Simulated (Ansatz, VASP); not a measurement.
**Two plane-wave programs on FeO**

INCAR

```
  PREC = Accurate
  ENCUT = 520
  EDIFF = 1E-6
  ISMEAR = 0
  SIGMA = 0.05
  LREAL = F
  LASPH = T
  NELM = 150
  ALGO = Normal
  ISIF = 2
  LWAVE = F
  LCHARG = F
  ISPIN = 2
  MAGMOM = 3.78 0
  LORBIT = 11
  LMAXMIX = 4
  GGA = PE
  NBANDS = 18
```

File KPOINTS:

```
regular mesh
0
Gamma
  14 14 14
```

Contents of POSCAR:

```
FeO
1.0
    0.0000000000      2.1251459107      2.1251459107
    2.1251459107      0.0000000000      2.1251459107
    2.1251459107      2.1251459107      0.0000000000
Fe O
1 1
Direct
    0.0000000000      0.0000000000      0.0000000000
    0.5000000000      0.5000000000      0.5000000000
```

Input for Ansatz:

```yaml
crystal:
  lattice:
    - [0.0, 2.1251459107, 2.1251459107]
    - [2.1251459107, 0.0, 2.1251459107]
    - [2.1251459107, 2.1251459107, 0.0]
  atoms:
    - { symbol: Fe, position: [0.0, 0.0, 0.0], spin: 3.78 }
    - { symbol: O, position: [0.5, 0.5, 0.5] }
basis:
  ecutwfc: 420
  ecutrho_ratio: 4
kpoints:
  mp_grid: { grid: [14, 14, 14] }
hamiltonian:
  xc: pbe
scf:
  occupations: { method: gaussian, width: 0.05 }
output:
  forces: true
  stress: true
  eigenvalues: true
  populations: true
magnetization:
  spin_polarized: true
```

Alike in both runs: task single point; functional PBE; k mesh 14 × 14 × 14; occupations gaussian, width 0.05 eV; collinear spin.

```csv
,VASP,Ansatz
version,VASP 6.6.1,Ansatz 0.2.0
potentials or method,"VASP PAW PBE potentials, release 64 (Fe, O), cutoff 520 eV","scalar-relativistic, plane waves, PAW"
valence electrons in the cell,14,22
```

|  | VASP | Ansatz | Ansatz less VASP |
| --- | --- | --- | --- |
| gap on the k mesh at the Fermi level (eV) | none | none | - |
| pressure (GPa) | 8.5 | 8.3 | -0.21 |
| net moment per atom (μB) | 2.00 | 2.00 | 0.000 |
| size of the moment on the site where the two differ most (μB) | 3.61 | 3.43 | -0.183 |

Site moments also hang on the region over which each program counts them. A gap of «none» marks a metal or a gap that the smearing closes. VASP's potentials hold 14 valence electrons a cell and Ansatz's 22, so a difference there can come from the potentials and not from the codes.
